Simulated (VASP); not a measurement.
# F (I4/mmm) in VASP: single point with LDA

Aim: the single point of F with LDA.

Program: VASP 6.6.1. These are calculated values, not measurements. Logs are shortened: lines on timing, memory, paths and dates and some standing lists are left out, and cuts for length are marked.

### Step 1. The cell of the first run

Symmetry: I4/mmm, No. 139, tetragonal system. Conventional cell: a = 4.050 Å, b = 4.050 Å, c = 7.930 Å, α = 90.00°, β = 90.00°, γ = 90.00°. Within 3.6 Å of F (site symmetry 4mm) lie 12 F at 2.76 to 2.91 Å. Within 3.6 Å of F (site symmetry mmm) lie 12 F at 2.76 to 2.91 Å.

### Step 2. Single point, LDA

Contents of INCAR:

```
PREC = Accurate ; ENCUT = 520
EDIFF = 1E-6 ; ISMEAR = 1
SIGMA = 0.05 ; LREAL = F
LASPH = T ; NELM = 100
ALGO = Normal ; ISIF = 2
LWAVE = F ; LCHARG = F
GGA = CA ; NBANDS = 22
```

Contents of KPOINTS:

```
Automatic mesh
0
Gamma
  8 8 8
```

Contents of POSCAR:

```
F
1.0
   -2.0250000000      2.0250000000      3.9650000000
    2.0250000000     -2.0250000000      3.9650000000
    2.0250000000      2.0250000000     -3.9650000000
F
4
Direct
    0.2370000000      0.2370000000      0.0000000000
    0.7630000000      0.7630000000      0.0000000000
    0.5000000000      0.0000000000      0.5000000000
    0.0000000000      0.5000000000      0.5000000000
```

Potentials or basis: VASP PAW LDA potentials, release 64 (F).

Started as:

```sh
$ cat potpaw_LDA.64/F/POTCAR > POTCAR
$ mpirun -np 1 vasp_std > vasp.out
```

OUTCAR:

```text
PREC = Accurate
   ENCUT = 520
   EDIFF = 1E-6
   ISMEAR = 1
   LREAL = F
   LASPH = T
   NELM = 100
   ISIF = 2
   GGA = CA

 ion  position               nearest neighbor table
   1  0.237  0.237  0.000-
   2  0.763  0.763  0.000-
   3  0.500  0.000  0.500-
   4  0.000  0.500  0.500-

  LATTYP: Found a body centered tetragonal cell.
 ALAT       =     4.0500000000
 C/A-ratio  =     1.9580246914

  Lattice vectors:

 A1 = (  -2.0250000000,   2.0250000000,   3.9650000000)
 A2 = (   2.0250000000,  -2.0250000000,   3.9650000000)
 A3 = (   2.0250000000,   2.0250000000,  -3.9650000000)

Analysis of symmetry for initial positions (statically):
=====================================================================
 Subroutine PRICEL returns:
 Original cell was already a primitive cell.

 Routine SETGRP: Setting up the symmetry group for a
 body centered tetragonal supercell.

 Subroutine GETGRP returns: Found 16 space group operations
 (whereof 16 operations were pure point group operations)
 out of a pool of 16 trial point group operations.

The static configuration has the point symmetry D_4h.

Analysis of symmetry for dynamics (positions and initial velocities):
=====================================================================
 Subroutine PRICEL returns:
 Original cell was already a primitive cell.

 Routine SETGRP: Setting up the symmetry group for a
 body centered tetragonal supercell.

 Subroutine GETGRP returns: Found 16 space group operations
 (whereof 16 operations were pure point group operations)
 out of a pool of 16 trial point group operations.

The dynamic configuration has the point symmetry D_4h.

 Subroutine INISYM returns: Found 16 space group operations
 (whereof 16 operations are pure point group operations),
 and found     1 'primitive' translations

----------------------------------------------------------------------------------------

                                     Primitive cell

  volume of cell :      65.0359

  direct lattice vectors                    reciprocal lattice vectors
    -2.025000000  2.025000000  3.965000000     0.000000000  0.246913580  0.126103405
     2.025000000 -2.025000000  3.965000000     0.246913580  0.000000000  0.126103405
     2.025000000  2.025000000 -3.965000000     0.246913580  0.246913580  0.000000000

  length of vectors
     4.891060723  4.891060723  4.891060723     0.277251483  0.277251483  0.349188534

  position of ions in fractional coordinates (direct lattice)
     0.237000000  0.237000000  0.000000000
     0.763000000  0.763000000  0.000000000
     0.500000000  0.000000000  0.500000000
     0.000000000  0.500000000  0.500000000

  ion indices of the primitive-cell ions
   primitive index   ion index
                 1           1
                 2           2
                 3           3
                 4           4

----------------------------------------------------------------------------------------

 KPOINTS: Automatic mesh

Automatic generation of k-mesh.
 Grid dimensions read from file:
 generate k-points for:    8    8    8

 Generating k-lattice:

  Cartesian coordinates                     Fractional coordinates (reciprocal lattice)
     0.000000000  0.030864198  0.015762926     0.125000000  0.000000000 -0.000000000
     0.030864198  0.000000000  0.015762926     0.000000000  0.125000000 -0.000000000
     0.030864198  0.030864198  0.000000000     0.000000000  0.000000000  0.125000000

  Length of vectors
     0.034656435  0.034656435  0.043648567

  Shift w.r.t. Gamma in fractional coordinates (k-lattice)
     0.000000000  0.000000000  0.000000000

 Subroutine IBZKPT returns following result:
 ===========================================

 Found     59 irreducible k-points:

 Following reciprocal coordinates:
            Coordinates               Weight
  0.000000  0.000000  0.000000      1.000000
  0.125000 -0.000000  0.000000      8.000000
  0.250000 -0.000000  0.000000      8.000000
  0.375000  0.000000  0.000000      8.000000
  0.500000 -0.000000  0.000000      4.000000
  0.125000  0.125000  0.000000      8.000000
[... 16 lines left out ...]
  0.250000  0.125000  0.125000     16.000000
  0.375000  0.125000  0.125000      8.000000
 [... further k-points ...]
   k-points           NKPTS =     59   k-points in BZ     NKDIM =     59   number of bands    NBANDS=     22
   number of dos      NEDOS =    301   number of ions     NIONS =      4
   total plane-waves  NPLWV =  46656
   dimension x,y,z NGX =    36 NGY =   36 NGZ =   36
   dimension x,y,z NGXF=    72 NGYF=   72 NGZF=   72
   ions per type =               4
   NGX,Y,Z   is equivalent  to a cutoff of  12.24, 12.24, 12.24 a.u.
   NGXF,Y,Z  is equivalent  to a cutoff of  24.47, 24.47, 24.47 a.u.
 SYSTEM =  unknown system
   PREC   = accura    normal or accurate (medium, high low for compatibility)
   ISTART =      0    job   : 0-new  1-cont  2-samecut
   ICHARG =      2    charge: 1-file 2-atom 10-const
   ISPIN  =      1    spin polarized calculation?
   LNONCOLLINEAR =      F non collinear calculations
   LSORBIT =      F    spin-orbit coupling
   LASPH  =      T    aspherical Exc in radial PAW
   ENCUT  =  520.0 eV  38.22 Ry    6.18 a.u.   9.09  9.09  9.09*2*pi/ulx,y,z
   NELM   =    100;   NELMIN=  2; NELMDL= -5     # of ELM steps
   EDIFF  = 0.1E-05   stopping-criterion for ELM
   LREAL  =      F    real-space projection
   EDIFFG = 0.1E-04   stopping-criterion for IOM
   NSW    =      0    number of steps for IOM
   IBRION =     -1    ionic relax: 0-MD 1-quasi-New 2-CG
   NFREE  =      0    steps in history (QN), initial steepest desc. (CG)
   ISIF   =      2    stress and relaxation
   ISYM   =      2    0-nonsym 1-usesym 2-fastsym
   POTIM  = 0.5000    time-step for ionic-motion
   TEBEG  =    0.0;   TEEND  =   0.0 temperature during run
   PSTRESS=    0.0 pullay stress
   NELECT =      28.0000    total number of electrons
   NUPDOWN=      -1.0000    fix difference up-down
   EMIN   =  10.00;   EMAX   =-10.00  energy-range for DOS
   EFERMI =   0.00;   METHOD = LEGACY
   ISMEAR =     1;   SIGMA  =   0.05  broadening in eV -4-tet -1-fermi 0-gaus
   EFERMI_NEDOS =   21; number of points for ismear=-14 and -15
   IALGO  =     38    algorithm
   IMIX   =      4    mixing-type and parameters
     AMIX     =   0.40;   BMIX     =  1.00
     AMIX_MAG =   1.60;   BMIX_MAG =  1.00
  volume/ion in A,a.u.               =      16.26       109.72
  Fermi-wavevector in a.u.,A,eV,Ry     =   1.236165  2.336013 20.791114  1.528104
  Thomas-Fermi vector in A             =   2.370785
   LORBIT       =      0    0 simple, 1 ext, 2 COOP (PROOUT), +10 PAW based schemes
   GGA     = CA    functional components
   LHFCALC =     F    Hartree Fock is set to
   AEXX    =    0.0000 exact exchange contribution
   IVDW    =     0    specifies the selected vdW correction
   LEPSILON=     F    determine dielectric tensor
   LRPA    =     F    only Hartree local field effects (RPA)
 non-spin polarized calculation
 Methfessel and Paxton  Order N= 1 SIGMA  =   0.05
  energy-cutoff  :      520.00
  volume of cell :       65.04
 maximum number of plane-waves:      1784
   NGX = 19   NGY = 19   NGZ = 19

 number of electron      28.0000029 magnetization

 Free energy of the ion-electron system (eV)
  ---------------------------------------------------
  ext. energy  EPLUGINS =         0.00000000
  ---------------------------------------------------
  free energy    TOTEN  =        -2.92995366 eV

  energy without entropy =       -2.93100241  energy(sigma->0) =       -2.93030324

 E-fermi :  -7.0692     XC(G=0):  -8.7132

 val. band max:       -7.0772175652   @ k =   0.5000   0.5000   0.2500
 cond. band min:      -7.0686616288   @ k =   0.5000   0.2500   0.1250
 fundamental gap:      0.0085559364
 Fermi energy:        -7.0691526881

 k-point     1 :       0.0000    0.0000    0.0000
  band No.  band energies     occupation
      1     -26.4625      2.00000
      2     -25.8104      2.00000
      3     -25.8007      2.00000
      4     -25.7721      2.00000
      5      -8.6077      2.00000
      6      -8.0599      2.00000
[... 14 lines left out ...]
     21      12.6989      0.00000
     22      12.9307      0.00000

 k-point     2 :       0.1250   -0.0000    0.0000
  band No.  band energies     occupation
      1     -26.4320      2.00000
      2     -25.8242      2.00000
      3     -25.8122      2.00000
      4     -25.7773      2.00000
      5      -8.5605      2.00000
      6      -8.2264      2.00000
[... 14 lines left out ...]
     21      12.7932      0.00000
     22      12.8545      0.00000

 k-point     3 :       0.2500   -0.0000    0.0000
  band No.  band energies     occupation
      1     -26.3482      2.00000
      2     -25.8721      2.00000
      3     -25.8364      2.00000
      4     -25.7910      2.00000
      5      -8.4545      2.00000
      6      -8.3562      2.00000
[... 14 lines left out ...]
     21      12.8570      0.00000
     22      12.8761      0.00000

 k-point     4 :       0.3750    0.0000    0.0000
  band No.  band energies     occupation
      1     -26.2272      2.00000
      2     -25.9617      2.00000
      3     -25.8554      2.00000
      4     -25.8055      2.00000
      5      -8.3728      2.00000
      6      -8.3263      2.00000
[... 14 lines left out ...]
     21      12.9264      0.00000
     22      13.0274      0.00000

 k-point     5 :       0.5000   -0.0000    0.0000
  band No.  band energies     occupation
      1     -26.1149      2.00000
      2     -26.0616      2.00000
      3     -25.8622      2.00000
      4     -25.8113      2.00000
      5      -8.3558      2.00000
      6      -8.1744      2.00000
[... 14 lines left out ...]
     21      12.9944      0.00000
     22      13.1851      0.00000

 k-point     6 :       0.1250    0.1250    0.0000
  band No.  band energies     occupation
      1     -26.3919      2.00000
      2     -25.8403      2.00000
      3     -25.8239      2.00000
      4     -25.7915      2.00000
      5      -8.5063      2.00000
      6      -8.3365      2.00000
[... 14 lines left out ...]
     21      12.5127      0.00000
     22      12.5767      0.00000

 k-point     7 :       0.2500    0.1250    0.0000
  band No.  band energies     occupation
      1     -26.3025      2.00000
      2     -25.8851      2.00000
      3     -25.8494      2.00000
      4     -25.8117      2.00000
      5      -8.4618      2.00000
      6      -8.4240      2.00000
[... 324 lines left out ...]
      6      -8.7955      2.00000
[... 14 lines left out ...]
     21      10.2601      0.00000
     22      10.2634      0.00000

 k-point    21 :       0.5000    0.5000    0.0000
  band No.  band energies     occupation
      1     -25.9663      2.00000
      2     -25.9590      2.00000
      3     -25.9559      2.00000
      4     -25.9503      2.00000
      5      -8.8976      2.00000
      6      -8.8810      2.00000
[... 14 lines left out ...]
     21      10.0345      0.00000
     22      10.1312      0.00000

 k-point    22 :       0.1250    0.1250    0.1250
  band No.  band energies     occupation
      1     -26.2700      2.00000
      2     -25.8870      2.00000
      3     -25.8774      2.00000
      4     -25.8090      2.00000
      5      -8.5716      2.00000
      6      -8.5359      2.00000
[... 14 lines left out ...]
     21      11.6335      0.00000
     22      11.7143      0.00000

 k-point    23 :       0.2500    0.1250    0.1250
  band No.  band energies     occupation
      1     -26.1654      2.00000
      2     -25.9486      2.00000
      3     -25.8895      2.00000
      4     -25.8387      2.00000
      5      -8.6360      2.00000
      6      -8.5564      2.00000
[... 14 lines left out ...]
     21      11.2127      0.00000
     22      11.6776      0.00000

 k-point    24 :       0.3750    0.1250    0.1250
  band No.  band energies     occupation
      1     -26.0688      2.00000
      2     -26.0301      2.00000
      3     -25.8886      2.00000
      4     -25.8538      2.00000
      5      -8.6496      2.00000
      6      -8.4922      2.00000
[... 14 lines left out ...]
     21      11.1047      0.00000
     22      11.2764      0.00000

 [... further k-points ...]
[... 5 lines left out ...]
  --------------------------------------------------------------------------------------
  -------------------------------------------------------------------------------------
  Total       -4.3556458     -4.3556458     -4.6539513      0.0000000      0.0000000      0.0000000
  in kB     -107.3025142   -107.3025142   -114.6513524      0.0000000      0.0000000      0.0000000
  external PRESSURE =    -109.7521269 kB  Pullay stress =       0.0000000 kB

 VOLUME and BASIS-vectors are now :
 -----------------------------------------------------------------------------
  energy-cutoff  :      520.00
  volume of cell :       65.04
      direct lattice vectors                 reciprocal lattice vectors
    -2.025000000  2.025000000  3.965000000     0.000000000  0.246913580  0.126103405
     2.025000000 -2.025000000  3.965000000     0.246913580  0.000000000  0.126103405
     2.025000000  2.025000000 -3.965000000     0.246913580  0.246913580  0.000000000

 POSITION                                       TOTAL-FORCE (eV/Angst)
 -----------------------------------------------------------------------------------
      0.00000      0.00000      1.87941         0.000000      0.000000     -0.263658
      0.00000      0.00000      6.05059        -0.000000     -0.000000      0.263658
      0.00000      2.02500      0.00000         0.000000      0.000000     -0.000000
      2.02500      0.00000      0.00000         0.000000      0.000000     -0.000000
 -----------------------------------------------------------------------------------
    total drift:                                0.000000      0.000000     -0.000000

  FREE ENERGIE OF THE ION-ELECTRON SYSTEM (eV)
  ---------------------------------------------------
  free  energy   TOTEN  =        -2.9299536601 eV

  energy  without entropy=       -2.9310024089  energy(sigma->0) =       -2.93030324
```

Wall time 63 s (1 thread of Intel Xeon Platinum 8488C (Sapphire Rapids), shared host); peak memory 0.19 GiB.

Results:

* Free energy: -2.9300 eV
* Pressure: -11.0 GPa
* Largest force: 0.264 eV/Å
* Band gap on the k mesh: zero (bands 14 and 15 overlap by 0.33 eV)

Forces on the atoms (eV/Å):
```
F    0.000  0.000 -0.264
F    0.000  0.000  0.264
F    0.000  0.000  0.000
F    0.000  0.000  0.000
```

Caveat: the cell stands under tension.
